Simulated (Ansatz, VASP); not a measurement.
# Two plane-wave programs on AlN

```
CELL_PARAMETERS angstrom
0.00000 2.18488 2.18488
2.14970 0.00000 2.18488
2.14970 2.18488 0.00000
ATOMIC_POSITIONS crystal
Al 0.00000 0.00000 0.00000
N 0.25000 0.25000 0.25000
```

Change from the starting cell: uniaxial_x strain -1.6%.

Alike in both runs: task single point; functional r2SCAN; k mesh 10 × 10 × 10; no spin polarisation.

|  | VASP | Ansatz |
| --- | --- | --- |
| version | VASP 6.6.1 | Ansatz 0.2.0 |
| potentials or method | VASP PAW PBE potentials, release 64 (Al, N) | plane waves, PAW |
| plane-wave cutoff (eV) | 520 | 500 |
| occupations | gaussian, width 0.01 eV | fixed |
| valence electrons in the cell | 8 | 8 |

VASP gave:

```
gap on the k mesh at the Fermi level (eV)                     : 3.85
pressure (GPa)                                                : 3.1
traceless stress, the component that is largest in VASP (GPa) : 1.49
```

Task: What did Ansatz give for the same quantities?

Result: gap on the k mesh at the Fermi level (eV): 3.86; pressure (GPa): 3.5; traceless stress, the component that is largest in VASP (GPa): 1.48.

VASP's potentials were made for PBE, not for r2SCAN.
